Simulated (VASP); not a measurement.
MgI2:

```
CELL_PARAMETERS angstrom
0.00000 3.75572 3.75572
3.75572 0.00000 3.75572
3.75572 3.75572 0.00000
ATOMIC_POSITIONS crystal
Mg 0.00000 0.00000 0.00000
I 0.25000 0.25000 0.25000
I 0.75000 0.75000 0.75000
```

Base run:

```yaml
Program: VASP 6.6.1
Functional: PBE-based global hybrid with 50 % exact exchange
Potentials_or_basis: VASP PAW PBE potentials, release 64 (Mg, I)
Cutoff: 520 eV
k_mesh: 4 × 4 × 4
Occupations: gaussian, width 0.01 eV
Spin: no spin polarisation
```

Its results: band gap on the k mesh 3.64 eV (least direct gap 4.04 eV); pressure -1.3 GPa.

The run is repeated on the same cell with these changes: functional from PBE-based global hybrid with 50 % exact exchange to PBEsol. What comes out?

Band gap on the k mesh 0.55 eV (least direct gap 1.01 eV); pressure -1.2 GPa.

Caveats: the PAW data sets were made with another functional, which shifts forces and pressure a little; spin-orbit coupling is left out, which moves the levels of the heavy elements.

A k mesh can miss the band edges.
